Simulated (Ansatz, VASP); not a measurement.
## W: VASP beside Ansatz

The input INCAR:

```
ALGO = Normal
EDIFF = 1E-6
ENCUT = 520
GGA = CA
ISIF = 2
ISMEAR = 0
LASPH = True
LCHARG = False
LREAL = False
LWAVE = False
NBANDS = 13
NELM = 80
PREC = Accurate
SIGMA = 0.15
```

File KPOINTS:

```
k-points
0
Gamma
  22 22 22
```

The input POSCAR:

```
W
1.0
   -1.5468893564      1.5468893564      1.5468893564
    1.5468893564     -1.5468893564      1.5468893564
    1.5468893564      1.5468893564     -1.5468893564
W
1
Direct
    0.0000000000      0.0000000000      0.0000000000
```

Input for Ansatz:

```yaml
crystal:
  lattice:
    - [-1.5468893564, 1.5468893564, 1.5468893564]
    - [1.5468893564, -1.5468893564, 1.5468893564]
    - [1.5468893564, 1.5468893564, -1.5468893564]
  atoms:
    - { symbol: W, position: [0.0, 0.0, 0.0] }
basis:
  ecutwfc: 420
kpoints:
  mp_grid: { grid: [22, 22, 22] }
hamiltonian:
  xc: lda
  pseudopotentials: { kind: paw, azcp: { folder: soft_1 } }
scf:
  occupations: { method: gaussian, width: 0.15 }
output:
  forces: true
  stress: true
  eigenvalues: true
```

Alike in both runs: task single point; functional LDA; k mesh 22 × 22 × 22; occupations gaussian, width 0.15 eV; no spin polarisation.

|  | VASP | Ansatz |
| --- | --- | --- |
| version | VASP 6.6.1 | Ansatz 0.2.0 |
| potentials or method | VASP PAW LDA potentials, release 64 (W_sv), cutoff 520 eV | scalar-relativistic, plane waves, PAW |
| valence electrons in the cell | 14 | 14 |

Ansatz gave:

```
gap on the k mesh at the Fermi level (eV) : none
pressure (GPa)                            : 14.6
```

Problem. Which values does VASP return?

Solution. gap on the k mesh at the Fermi level (eV): none; pressure (GPa): 16.8.

Ansatz warns that its potentials were made for another functional, while VASP's fit it. LDA's correlation is that of Perdew and Zunger in VASP and of Perdew and Wang (1992) in Ansatz. A gap of «none» marks a metal or a gap that the smearing closes.

Neither program's run includes spin-orbit coupling.
